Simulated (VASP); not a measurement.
Runs of VASP 6.6.1 on BiBrO. The structure is that of space group P4/nmm (No. 129), or close to it. The cells are those of the table. 

```csv
cell,gap on the mesh (eV),pressure (GPa),largest force (eV/Å)
"a = 3.753, b = 3.753, c = 7.887 Å, 6 atoms",2.12,(d),0.77
"a = 4.012, b = 4.012, c = 8.281 Å, 6 atoms",2.03,-8.4,1.17
"a = 4.077, b = 4.077, c = 8.281 Å, 6 atoms",1.95,-10.2,1.34
"a = 3.753, b = 3.753, c = 8.018 Å, 6 atoms",(b),7.0,0.42
"a = 3.818, b = 3.818, c = 8.281 Å, 6 atoms",2.26,-0.2,0.52
"a = 3.688, b = 3.688, c = 8.150 Å, 6 atoms",2.33,10.0,0.41
"a = 3.947, b = 3.947, c = 7.755 Å, 6 atoms",(c),(a),0.05
"a = 3.883, b = 3.883, c = 8.018 Å, 6 atoms",2.08,-1.0,0.20
```

Alike in all rows: task single point; level LDA; potentials or basis VASP PAW LDA potentials, release 64 (Bi_d, Br, O); no spin polarisation; k mesh 8 × 8 × 4; cutoff (eV) 520; smearing gaussian 0.05 eV.

Task: Fill in the values left out.

Result: (a) -1.8; (b) 2.19; (c) 1.93; (d) 8.9.

Caveats: spin-orbit coupling is left out, which moves the levels of the heavy elements; the cell stands under pressure (at least some runs); the cell stands under tension (at least some runs); forces of over 1 eV/Å act on the atoms, so gaps and moduli don't describe the material at rest (at least some runs); the stress differs along the axes, from 5 to 13 GPa (at least some runs).

A k mesh can miss the band edges, and the runs leave out spin-orbit coupling on Bi, Br.
